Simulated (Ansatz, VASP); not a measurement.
# AlN in VASP and in Ansatz

File INCAR:

```
SYSTEM = AlN
PREC = Accurate
ENCUT = 520
EDIFF = 1E-6
ISMEAR = 0
SIGMA = 0.05
LREAL = .False.
LASPH = .True.
NELM = 80
ALGO = Normal
ISIF = 2
LWAVE = .False.
LCHARG = .False.
GGA = PS
NBANDS = 16
```

File KPOINTS:

```
Automatic mesh
0
Gamma
  9 9 6
  0 0 0
```

POSCAR

```
AlN
1.0
    3.3411000000      0.0000000000      0.0000000000
   -1.6705500000      2.8934774766      0.0000000000
    0.0000000000      0.0000000000      4.1400037194
Al N
2 2
Direct
    0.3333333333      0.6666666667      0.7500000000
    0.6666666667      0.3333333333      0.2500000000
    0.3333333333      0.6666666667      0.2500000000
    0.6666666667      0.3333333333      0.7500000000
```

Input for Ansatz:

```yaml
crystal:
  lattice:
    - [3.3411, 0.0, 0.0]
    - [-1.67055, 2.8934774766, 0.0]
    - [0.0, 0.0, 4.1400037194]
  atoms:
    - { symbol: Al, position: [0.3333333333, 0.6666666667, 0.75] }
    - { symbol: Al, position: [0.6666666667, 0.3333333333, 0.25] }
    - { symbol: "N", position: [0.3333333333, 0.6666666667, 0.25] }
    - { symbol: "N", position: [0.6666666667, 0.3333333333, 0.75] }
basis:
  ecutwfc: 520.0
kpoints:
  mp_grid: { grid: [9, 9, 6] }
hamiltonian:
  xc: pbesol
  pseudopotentials: { kind: paw, azcp: { folder: soft_1 } }
scf:
  occupations: { method: gaussian, width: 0.05 }
output:
  forces: true
  stress: true
  eigenvalues: true
```

Alike in both runs: task single point; functional PBEsol; k mesh 9 × 9 × 6; occupations gaussian, width 0.05 eV; no spin polarisation.

|  | VASP | Ansatz |
| --- | --- | --- |
| version | VASP 6.6.1 | Ansatz 0.2.0 |
| potentials or method | VASP PAW PBE potentials, release 64 (Al, N), cutoff 520 eV | scalar-relativistic, plane waves, PAW |
| valence electrons in the cell | 16 | 16 |

```csv
,VASP,Ansatz,Ansatz less VASP
gap on the k mesh at the Fermi level (eV),3.20,3.19,-0.012
least direct gap on the mesh (eV),3.20,3.19,-0.012
pressure (GPa),-5.1,-5.1,+0.01
"traceless stress, the component that is largest in VASP (GPa)",1.96,1.95,-0.014
```

VASP's potentials were made for PBE, not for PBEsol, and Ansatz warns of the same on its side.
